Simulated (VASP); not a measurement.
# MgScF3 (Pm-3m) in VASP: further runs

The runs below take MgScF3 through relaxation of cell and atoms, with r2SCAN, r2SCAN+U.

All numbers are computed with VASP 6.6.1; they aren't measurements. Logs are shortened: lines on timing, memory, paths and dates and some standing lists are left out, and cuts for length are marked.

## Step 1: The cell of the first run

Symmetry: Pm-3m, No. 221, cubic system. The conventional cell has a = 3.684 Å, b = 3.684 Å, c = 3.684 Å, α = 90.00°, β = 90.00°, γ = 90.00°. Within 3.4 Å of Sc (site symmetry m-3m) lie 12 F at 2.60 Å and 8 Mg at 3.19 Å. Within 2.4 Å of Mg (site symmetry m-3m) lie 6 F at 1.84 Å. Within 2.4 Å of F (site symmetry 4/mmm) lie 2 Mg at 1.84 Å.

## Step 2: Relaxation of cell and atoms, r2SCAN

POSCAR

```
MgScF3
1.0
    3.6837100000      0.0000000000      0.0000000000
    0.0000000000      3.6837100000      0.0000000000
    0.0000000000      0.0000000000      3.6837100000
Sc Mg F
1 1 3
Direct
    0.5000000000      0.5000000000      0.5000000000
    0.0000000000      0.0000000000      0.0000000000
    0.5000000000      0.0000000000      0.0000000000
    0.0000000000      0.5000000000      0.0000000000
    0.0000000000      0.0000000000      0.5000000000
```

INCAR.step1

```
SYSTEM = MgScF3
  PREC = Accurate
  ENCUT = 600
  ISMEAR = -1
  SIGMA = 0.1
  LREAL = .False.
  LASPH = .True.
  NELM = 60
  GGA = PE
  ALGO = Normal
  EDIFF = 1E-4
  LWAVE = .True.
  LCHARG = .False.
```

INCAR.step2

```
SYSTEM = MgScF3
  PREC = Accurate
  ENCUT = 600
  EDIFF = 1E-7
  ISMEAR = -1
  SIGMA = 0.1
  LREAL = .False.
  LASPH = .True.
  NELM = 60
  ALGO = Normal
  ISIF = 3
  LWAVE = .False.
  LCHARG = .False.
  METAGGA = R2SCAN
  LMIXTAU = .True.
  IBRION = 2
  NSW = 60
  EDIFFG = -0.01
  ISTART = 1
```

KPOINTS

```
Automatic mesh
0
Gamma
  5 5 5
  0 0 0
```

Potentials or basis: VASP PAW PBE potentials, release 64 (Sc_sv, Mg, F).

Run with:

```console
$ cat potpaw_PBE.64/Sc_sv/POTCAR potpaw_PBE.64/Mg/POTCAR potpaw_PBE.64/F/POTCAR > POTCAR
$ cp INCAR.step1 INCAR
$ mpirun -np 1 vasp_std > vasp.out
$ cp INCAR.step2 INCAR
$ mpirun -np 1 vasp_std > vasp.out
```

OUTCAR:

```text
SYSTEM = MgScF3
   PREC = Accurate
   ENCUT = 600
   EDIFF = 1E-7
   ISMEAR = -1
   LREAL = .False.
   LASPH = .True.
   NELM = 60
   ISIF = 3
   METAGGA = R2SCAN
   IBRION = 2
   NSW = 60
   EDIFFG = -0.01
   ISTART = 1

 ion  position               nearest neighbor table
   1  0.500  0.500  0.500-   3 2.60   4 2.60   5 2.60   3 2.60   4 2.60   3 2.60   5 2.60   3 2.60
                             4 2.60   5 2.60   4 2.60   5 2.60   2 3.19   2 3.19   2 3.19   2 3.19
   2  0.000  0.000  0.000-   3 1.84   4 1.84   5 1.84   5 1.84   4 1.84   3 1.84   1 3.19   1 3.19
                             1 3.19   1 3.19   1 3.19   1 3.19   1 3.19   1 3.19
   3  0.500  0.000  0.000-   2 1.84   2 1.84   1 2.60   1 2.60   1 2.60   1 2.60
   4  0.000  0.500  0.000-   2 1.84   2 1.84   1 2.60   1 2.60   1 2.60   1 2.60
   5  0.000  0.000  0.500-   2 1.84   2 1.84   1 2.60   1 2.60   1 2.60   1 2.60

  LATTYP: Found a simple cubic cell.
 ALAT       =     3.6837100000

  Lattice vectors:

 A1 = (   3.6837100000,   0.0000000000,   0.0000000000)
 A2 = (   0.0000000000,   3.6837100000,   0.0000000000)
 A3 = (   0.0000000000,   0.0000000000,   3.6837100000)

Analysis of symmetry for initial positions (statically):
=====================================================================
 Subroutine PRICEL returns:
 Original cell was already a primitive cell.

 Routine SETGRP: Setting up the symmetry group for a
 simple cubic supercell.

 Subroutine GETGRP returns: Found 48 space group operations
 (whereof 48 operations were pure point group operations)
 out of a pool of 48 trial point group operations.

The static configuration has the point symmetry O_h .

Analysis of symmetry for dynamics (positions and initial velocities):
=====================================================================
 Subroutine PRICEL returns:
 Original cell was already a primitive cell.

 Routine SETGRP: Setting up the symmetry group for a
 simple cubic supercell.

 Subroutine GETGRP returns: Found 48 space group operations
 (whereof 48 operations were pure point group operations)
 out of a pool of 48 trial point group operations.

The dynamic configuration has the point symmetry O_h .

 Subroutine INISYM returns: Found 48 space group operations
 (whereof 48 operations are pure point group operations),
 and found     1 'primitive' translations

----------------------------------------------------------------------------------------

                                     Primitive cell

  volume of cell :      49.9869

  direct lattice vectors                    reciprocal lattice vectors
     3.683710000  0.000000000  0.000000000     0.271465452  0.000000000  0.000000000
     0.000000000  3.683710000  0.000000000     0.000000000  0.271465452  0.000000000
     0.000000000  0.000000000  3.683710000     0.000000000  0.000000000  0.271465452

  length of vectors
     3.683710000  3.683710000  3.683710000     0.271465452  0.271465452  0.271465452

  position of ions in fractional coordinates (direct lattice)
     0.500000000  0.500000000  0.500000000
     0.000000000  0.000000000  0.000000000
     0.500000000  0.000000000  0.000000000
     0.000000000  0.500000000  0.000000000
     0.000000000  0.000000000  0.500000000

  ion indices of the primitive-cell ions
   primitive index   ion index
                 1           1
                 2           2
                 3           3
                 4           4
                 5           5

----------------------------------------------------------------------------------------

 KPOINTS: Automatic mesh

Automatic generation of k-mesh.
 Grid dimensions read from file:
 generate k-points for:    5    5    5

 Generating k-lattice:

  Cartesian coordinates                     Fractional coordinates (reciprocal lattice)
     0.054293090  0.000000000  0.000000000     0.200000000  0.000000000  0.000000000
     0.000000000  0.054293090  0.000000000     0.000000000  0.200000000  0.000000000
     0.000000000  0.000000000  0.054293090     0.000000000  0.000000000  0.200000000

  Length of vectors
     0.054293090  0.054293090  0.054293090

  Shift w.r.t. Gamma in fractional coordinates (k-lattice)
     0.000000000  0.000000000  0.000000000

 Subroutine IBZKPT returns following result:
 ===========================================

 Found     10 irreducible k-points:

 Following reciprocal coordinates:
            Coordinates               Weight
  0.000000  0.000000  0.000000      1.000000
  0.200000  0.000000  0.000000      6.000000
  0.400000  0.000000  0.000000      6.000000
  0.200000  0.200000  0.000000     12.000000
  0.400000  0.200000  0.000000     24.000000
  0.400000  0.400000  0.000000     12.000000
  0.200000  0.200000  0.200000      8.000000
  0.400000  0.200000  0.200000     24.000000
  0.400000  0.400000  0.200000     24.000000
  0.400000  0.400000  0.400000      8.000000
   k-points           NKPTS =     10   k-points in BZ     NKDIM =     10   number of bands    NBANDS=     21
   number of dos      NEDOS =    301   number of ions     NIONS =      5
   total plane-waves  NPLWV =  27000
   dimension x,y,z NGX =    30 NGY =   30 NGZ =   30
   dimension x,y,z NGXF=    60 NGYF=   60 NGZF=   60
   ions per type =               1   1   3
   NGX,Y,Z   is equivalent  to a cutoff of  13.54, 13.54, 13.54 a.u.
   NGXF,Y,Z  is equivalent  to a cutoff of  27.08, 27.08, 27.08 a.u.
 SYSTEM =  MgScF3
   PREC   = accura    normal or accurate (medium, high low for compatibility)
   ISTART =      1    job   : 0-new  1-cont  2-samecut
   ICHARG =      0    charge: 1-file 2-atom 10-const
   ISPIN  =      1    spin polarized calculation?
   LNONCOLLINEAR =      F non collinear calculations
   LSORBIT =      F    spin-orbit coupling
   LASPH  =      T    aspherical Exc in radial PAW
   ENCUT  =  600.0 eV  44.10 Ry    6.64 a.u.   7.36  7.36  7.36*2*pi/ulx,y,z
   NELM   =     60;   NELMIN=  2; NELMDL=  0     # of ELM steps
   EDIFF  = 0.1E-06   stopping-criterion for ELM
   LREAL  =      F    real-space projection
   EDIFFG = -.1E-01   stopping-criterion for IOM
   NSW    =     60    number of steps for IOM
   IBRION =      2    ionic relax: 0-MD 1-quasi-New 2-CG
   NFREE  =      1    steps in history (QN), initial steepest desc. (CG)
   ISIF   =      3    stress and relaxation
   ISYM   =      2    0-nonsym 1-usesym 2-fastsym
   POTIM  = 0.5000    time-step for ionic-motion
   TEBEG  =    0.0;   TEEND  =   0.0 temperature during run
   PSTRESS=    0.0 pullay stress
   NELECT =      34.0000    total number of electrons
   NUPDOWN=      -1.0000    fix difference up-down
   EMIN   =  10.00;   EMAX   =-10.00  energy-range for DOS
   EFERMI =   0.00;   METHOD = LEGACY
   ISMEAR =    -1;   SIGMA  =   0.10  broadening in eV -4-tet -1-fermi 0-gaus
   EFERMI_NEDOS =   21; number of points for ismear=-14 and -15
   IALGO  =     38    algorithm
   IMIX   =      4    mixing-type and parameters
     AMIX     =   0.40;   BMIX     =  1.00
     AMIX_MAG =   1.60;   BMIX_MAG =  1.00
  volume/ion in A,a.u.               =      10.00        67.47
  Fermi-wavevector in a.u.,A,eV,Ry     =   1.439734  2.720703 28.202633  2.072835
  Thomas-Fermi vector in A             =   2.558557
   LORBIT       =      0    0 simple, 1 ext, 2 COOP (PROOUT), +10 PAW based schemes
   METAGGA = R2SCAN    functional components
   LHFCALC =     F    Hartree Fock is set to
   AEXX    =    0.0000 exact exchange contribution
   IVDW    =     0    specifies the selected vdW correction
   LEPSILON=     F    determine dielectric tensor
   LRPA    =     F    only Hartree local field effects (RPA)
 conjugate gradient relaxation of ions
 non-spin polarized calculation
  energy-cutoff  :      600.00
  volume of cell :       49.99
 maximum number of plane-waves:      1743
 NGX is ok and might be reduce to    30
   NGX = 15   NGY = 15   NGZ = 15

--------------------------------------- Ionic step        1  -------------------------------------------

 number of electron      33.9999960 magnetization

 Free energy of the ion-electron system (eV)
  ---------------------------------------------------
  ext. energy  EPLUGINS =         0.00000000
  ---------------------------------------------------
  free energy    TOTEN  =       -37.31756880 eV

  energy without entropy =      -37.19695819  energy(sigma->0) =      -37.25726350

------------------------ aborting loop because EDIFF is reached ----------------------------------------

  FORCE on cell =-STRESS in cart. coord.  units (eV):
  Direction    XX          YY          ZZ          XY          YZ          ZX
  --------------------------------------------------------------------------------------
  -------------------------------------------------------------------------------------
  Total        8.9633145      8.9633145      8.9633145     -0.0000000      0.0000000     -0.0000000
  in kB      287.2915949    287.2915949    287.2915949     -0.0000000      0.0000000     -0.0000000
  external PRESSURE =     287.2915949 kB  Pullay stress =       0.0000000 kB
[... 63 lines left out ...]
  energy  without entropy=      -38.1022619158  energy(sigma->0) =      -38.17201996

--------------------------------------- Ionic step        3  -------------------------------------------

 number of electron      33.9999970 magnetization

 E-fermi :   6.5873     XC(G=0): -10.6112

 val. band max:        6.4959121758   @ k =   0.4000   0.2000   0.0000
 cond. band min:       6.6679814980   @ k =   0.4000   0.2000   0.0000
 fundamental gap:      0.1720693222
 Fermi energy:         6.5873305636

 k-point     1 :       0.0000    0.0000    0.0000
  band No.  band energies     occupation
      1     -46.6588      2.00000
      2     -24.3878      2.00000
      3     -24.3878      2.00000
      4     -24.3878      2.00000
      5     -22.9637      2.00000
      6     -22.2492      2.00000
[... 304 lines left out ...]
  energy  without entropy=      -38.1164386272  energy(sigma->0) =      -38.18439737

--------------------------------------- Ionic step        5  -------------------------------------------

 number of electron      33.9999970 magnetization

 Free energy of the ion-electron system (eV)
  ---------------------------------------------------
  ext. energy  EPLUGINS =         0.00000000
  ---------------------------------------------------
  free energy    TOTEN  =       -38.25242547 eV

  energy without entropy =      -38.11678359  energy(sigma->0) =      -38.18460453

 E-fermi :   6.5625     XC(G=0): -10.5988

 val. band max:        6.4712808491   @ k =   0.4000   0.2000   0.0000
 cond. band min:       6.6424675406   @ k =   0.4000   0.2000   0.0000
 fundamental gap:      0.1711866915
 Fermi energy:         6.5625008257

 k-point     1 :       0.0000    0.0000    0.0000
  band No.  band energies     occupation
      1     -46.6858      2.00000
      2     -24.4143      2.00000
      3     -24.4142      2.00000
      4     -24.4142      2.00000
      5     -22.9682      2.00000
      6     -22.2576      2.00000
[... 261 lines left out ...]
  FREE ENERGIE OF THE ION-ELECTRON SYSTEM (eV)
  ---------------------------------------------------
  free  energy   TOTEN  =       -38.2524254745 eV

  energy  without entropy=      -38.1167835915  energy(sigma->0) =      -38.18460453

 reached required accuracy - stopping structural energy minimisation
```

Wall time 4.5 min (1 thread of Intel Xeon Platinum 8259CL at 2.50GHz (Skylake/Cascade Lake), shared host); peak memory 0.19 GiB.

Results:

```yaml
Free_energy: -38.2524 eV
Relaxed_volume: 12.50 Å³/atom
Relaxed_cell: a = 3.968 Å, b = 3.968 Å, c = 3.968 Å, α = 90.00°, β = 90.00°, γ = 90.00°
Space_group_after_relaxing_to_0.05_Å: Pm-3m (No. 221)
Energy_gained_by_relaxing: 187.0 meV/atom
Ionic_steps: 5
Pressure_after_relaxing: 0.0 GPa
Band_gap_on_the_k_mesh: zero (band 17 reaches 6.92 eV, above the bottom of band 18 at 5.71 eV)
```

The path:
```csv
step,energy change (eV),largest force (eV/Å),pressure (GPa),volume (Å³)
1,0.0000,0.0000,28.73,49.99
2,-0.9242,0.0000,-2.06,64.11
3,-0.9348,0.0000,0.19,62.35
4,-0.9348,0.0000,-0.17,62.62
5,-0.9349,0.0000,-0.01,62.50
```

Final structure:
```
CELL_PARAMETERS angstrom
3.96849 0.00000 0.00000
0.00000 3.96849 0.00000
0.00000 0.00000 3.96849
ATOMIC_POSITIONS crystal
Sc 0.50000 0.50000 0.50000
Mg 0.00000 0.00000 0.00000
F 0.50000 0.00000 0.00000
F 0.00000 0.50000 0.00000
F 0.00000 0.00000 0.50000
```

Caveat: the volume moved by over 15 % at a fixed basis, so the end points are rough; the PAW data sets were made with another functional, which shifts forces and pressure a little.

## Step 3: Relaxation of cell and atoms, r2SCAN+U

POSCAR is that of step 2.

INCAR.step1

```
SYSTEM = MgScF3
  PREC = Accurate
  ENCUT = 600
  ISMEAR = -5
  SIGMA = 0.1
  LREAL = .False.
  LASPH = .True.
  NELM = 150
  LMAXMIX = 4
  LDAU = .True.
  LDAUTYPE = 2
  LDAUL = 2 -1 -1
  LDAUU = 1 0 0
  LDAUJ = 0 0 0
  GGA = PE
  ALGO = Normal
  EDIFF = 1E-4
  LWAVE = .True.
  LCHARG = .False.
```

INCAR.step2

```
SYSTEM = MgScF3
  PREC = Accurate
  ENCUT = 600
  EDIFF = 1E-6
  ISMEAR = -5
  SIGMA = 0.1
  LREAL = .False.
  LASPH = .True.
  NELM = 150
  ALGO = Normal
  ISIF = 3
  LWAVE = .False.
  LCHARG = .False.
  LMAXMIX = 4
  LDAU = .True.
  LDAUTYPE = 2
  LDAUL = 2 -1 -1
  LDAUU = 1 0 0
  LDAUJ = 0 0 0
  LDAUPRINT = 1
  METAGGA = R2SCAN
  LMIXTAU = .True.
  IBRION = 2
  NSW = 60
  EDIFFG = -0.01
  ISTART = 1
```

KPOINTS

```
regular mesh
0
Gamma
  5 5 5
  0 0 0
```

Potentials or basis: VASP PAW PBE potentials, release 64 (Sc_sv, Mg, F).

Run with:

```console
$ cat potpaw_PBE.64/Sc_sv/POTCAR potpaw_PBE.64/Mg/POTCAR potpaw_PBE.64/F/POTCAR > POTCAR
$ cp INCAR.step1 INCAR
$ mpirun -np 1 vasp_std > vasp.out
$ cp INCAR.step2 INCAR
$ mpirun -np 1 vasp_std > vasp.out
```

It took 3.3 min on 1 thread of Intel Xeon Platinum 8259CL at 2.50GHz (Skylake/Cascade Lake), shared host; peak memory 0.18 GiB.

The run converged. Its results:

- Free energy: -37.7400 eV
- Relaxed volume: 12.56 Å³/atom
- Relaxed cell: a = 3.975 Å, b = 3.975 Å, c = 3.975 Å, α = 90.00°, β = 90.00°, γ = 90.00°
- Space group after relaxing (to 0.05 Å): Pm-3m (No. 221)
- Energy gained by relaxing: 194.7 meV/atom
- Ionic steps: 3
- Pressure after relaxing: 0.1 GPa
- Band gap on the k mesh: zero (band 17 reaches 6.98 eV, above the bottom of band 18 at 5.70 eV)

The path:
```
step  energy change (eV)  largest force (eV/Å)  pressure (GPa)  volume (Å³)
   1              0.0000                0.0000           28.55        49.99
   2             -0.9684                0.0000           -1.43        64.02
   3             -0.9736                0.0000            0.09        62.82
```

Final structure:
```
Sc Mg F
1.0
     3.97527    0.00000    0.00000
     0.00000    3.97527    0.00000
     0.00000    0.00000    3.97527
Sc Mg F
1 1 3
Cartesian
  1.9876 1.9876 1.9876
  0.0000 0.0000 0.0000
  1.9876 0.0000 0.0000
  0.0000 1.9876 0.0000
  0.0000 0.0000 1.9876
```

Levels at points of the mesh, in eV from the Fermi level:
```tsv
k point	band 14	band 15	band 16	band 17	band 18	band 19	band 20	band 21
(0.00, 0.00, 0.00)	-8.63	-8.63	-8.63	-2.12	-0.89	-0.89	0.91	0.91
```

Eigenvalues of the final occupation matrices:
| site | spin | trace | eigenvalues |
| --- | --- | --- | --- |
| site 1 d | 1 | 0.57 | 0.01 0.01 0.01 0.27 0.27 |
| site 1 d | 2 | 0.57 | 0.01 0.01 0.01 0.27 0.27 |

Caveat: the volume moved by over 15 % at a fixed basis, so the end points are rough; the PAW data sets were made with another functional, which shifts forces and pressure a little; U without spin polarisation on a metal has little footing; tetrahedron occupations give inexact forces and stress in metals.

## Step 4: Relaxation of cell and atoms, r2SCAN+U

POSCAR is that of step 3.

INCAR.step1

```
ALGO = Normal
EDIFF = 1E-4
ENCUT = 600
GGA = PE
ISMEAR = -1
LASPH = T
LCHARG = F
LDAU = T
LDAUJ = 0 0 0
LDAUL = 2 -1 -1
LDAUTYPE = 2
LDAUU = 3 0 0
LMAXMIX = 4
LREAL = F
LWAVE = T
NELM = 150
PREC = Accurate
SIGMA = 0.1
```

INCAR.step2

```
ALGO = Normal
EDIFF = 1E-6
EDIFFG = -0.01
ENCUT = 600
IBRION = 2
ISIF = 3
ISMEAR = -1
ISTART = 1
LASPH = T
LCHARG = F
LDAU = T
LDAUJ = 0 0 0
LDAUL = 2 -1 -1
LDAUPRINT = 1
LDAUTYPE = 2
LDAUU = 3 0 0
LMAXMIX = 4
LMIXTAU = T
LREAL = F
LWAVE = F
METAGGA = R2SCAN
NELM = 150
NSW = 60
PREC = Accurate
SIGMA = 0.1
```

KPOINTS

```
k-points
0
Gamma
  5 5 5
```

Run with:

```console
$ cat potpaw_PBE.64/Sc_sv/POTCAR potpaw_PBE.64/Mg/POTCAR potpaw_PBE.64/F/POTCAR > POTCAR
$ cp INCAR.step1 INCAR
$ mpirun -np 1 vasp_std > vasp.out
$ cp INCAR.step2 INCAR
$ mpirun -np 1 vasp_std > vasp.out
```

It took 5.4 min on 1 thread of Intel Xeon Platinum 8259CL at 2.50GHz (Skylake/Cascade Lake), shared host; peak memory 0.19 GiB.

It converged, with:

```yaml
Free_energy: -36.9736 eV
Relaxed_volume: 12.73 Å³/atom
Relaxed_cell: a = 3.992 Å, b = 3.992 Å, c = 3.992 Å, α = 90.00°, β = 90.00°, γ = 90.00°
Space_group_after_relaxing_to_0.05_Å: Pm-3m (No. 221)
Energy_gained_by_relaxing: 220.4 meV/atom
Ionic_steps: 5
Pressure_after_relaxing: 0.0 GPa
Band_gap_on_the_k_mesh: zero (band 17 reaches 7.32 eV, above the bottom of band 18 at 5.79 eV)
```

Step by step:
| step | energy change (eV) | largest force (eV/Å) | pressure (GPa) | volume (Å³) |
| --- | --- | --- | --- | --- |
| 1 | 0.0000 | 0.0000 | 31.58 | 49.99 |
| 2 | -1.0867 | 0.0000 | -2.41 | 65.64 |
| 3 | -1.1021 | 0.0000 | 0.24 | 63.44 |
| 4 | -1.1022 | 0.0000 | -0.14 | 63.73 |
| 5 | -1.1022 | 0.0000 | 0.00 | 63.63 |

Final structure:
```
CELL_PARAMETERS angstrom
3.99226 0.00000 0.00000
0.00000 3.99226 0.00000
0.00000 0.00000 3.99226
ATOMIC_POSITIONS crystal
Sc 0.50000 0.50000 0.50000
Mg 0.00000 0.00000 0.00000
F 0.50000 0.00000 0.00000
F 0.00000 0.50000 0.00000
F 0.00000 0.00000 0.50000
```

Levels at points of the mesh, in eV from the Fermi level:
```
           k point  band 15  band 16  band 17  band 18  band 19  band 20
(0.00, 0.00, 0.00)    -8.65    -8.65    -2.32    -0.83    -0.83     1.34
```

Eigenvalues of the final occupation matrices:
```csv
site,spin,trace,eigenvalues
site 1 d,1,0.53,0.01 0.01 0.01 0.25 0.25
site 1 d,2,0.53,0.01 0.01 0.01 0.25 0.25
```

Caveat: the electronic state changed during the relaxation; the volume moved by over 15 % at a fixed basis, so the end points are rough; the PAW data sets were made with another functional, which shifts forces and pressure a little; U without spin polarisation on a metal has little footing.

## Step 5: Summary

| level | U | smearing | gap on the mesh (eV) | pressure (GPa) | relaxed volume (Å³/atom) |
| --- | --- | --- | --- | --- | --- |
| r2SCAN | - | fermi-dirac 0.1 eV | none | 0.0 | 12.50 |
| r2SCAN+U | Sc d U = 1.0 eV | tetrahedron | none | 0.1 | 12.56 |
| r2SCAN+U | Sc d U = 3.0 eV | fermi-dirac 0.1 eV | none | 0.0 | 12.73 |

Alike in all rows: task relaxation of cell and atoms; potentials or basis VASP PAW PBE potentials, release 64 (Sc_sv, Mg, F); no spin polarisation; cell relaxed; k mesh 5 × 5 × 5; cutoff (eV) 600.

Caveats: the volume moved by over 15 % at a fixed basis, so the end points are rough; the PAW data sets were made with another functional, which shifts forces and pressure a little; U without spin polarisation on a metal has little footing (some runs); tetrahedron occupations give inexact forces and stress in metals (some runs); the electronic state changed during the relaxation (some runs).

Total energies depend on the potentials used, so only differences within one code and one set of settings carry meaning.
